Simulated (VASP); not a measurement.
Write the native input for VASP 6.6.1 that does the following.

```yaml
Task: single point
Functional: PBE
Potentials_or_basis: VASP PAW PBE potentials, release 64 (Mo_sv, Ru_pv)
Cutoff: 520 eV
k_mesh: 6 × 6 × 6
Occupations: gaussian, width 0.1 eV
Spin: no spin polarisation
Dipole_correction: no
Further_INCAR_settings: ALGO = Fast; EDIFF = 1e-06; NBANDS = 36
```

The structure of Mo3Ru lies in POSCAR:

```
Mo3Ru
1.0
    0.0000000000      3.1334805772      3.1334805772
    3.1334805772      0.0000000000      3.1334805772
    3.1334805772      3.1334805772      0.0000000000
Mo Ru
3 1
Direct
    0.7500000000      0.7500000000      0.7500000000
    0.2500000000      0.2500000000      0.2500000000
    0.0000000000      0.0000000000      0.0000000000
    0.5000000000      0.5000000000      0.5000000000
```

The input as run:

INCAR

```
PREC     = Accurate       # precision mode
ENCUT    = 520            # plane-wave cutoff, eV
EDIFF    = 1E-6           # SCF threshold, eV
ISMEAR   = 0              # smearing method
SIGMA    = 0.1            # smearing width, eV
LREAL    = F              # projectors in reciprocal space
LASPH    = T              # aspherical terms in the spheres
NELM     = 60             # most SCF steps
ALGO     = Fast           # electronic algorithm
ISIF     = 2              # what is computed and relaxed
LWAVE    = F              # write WAVECAR
LCHARG   = F              # write CHGCAR
GGA      = PE             # functional
NBANDS   = 36             # bands
```

KPOINTS

```
Automatic mesh
0
Gamma
  6 6 6
```

Potentials or basis: VASP PAW PBE potentials, release 64 (Mo_sv, Ru_pv).

Launch:

```bash
$ cat potpaw_PBE.64/Mo_sv/POTCAR potpaw_PBE.64/Ru_pv/POTCAR > POTCAR
$ mpirun -np 1 vasp_std > vasp.out
```

Results of the run:

The pressure is 0.3 GPa and the band gap on the k mesh is zero (band 28 reaches 13.03 eV, above the bottom of band 29 at 12.17 eV).

Run time: 22 s on 1 thread of Intel(R) Xeon(R) 6975P-C (Granite Rapids), on a shared host, peak memory 0.21 GiB.
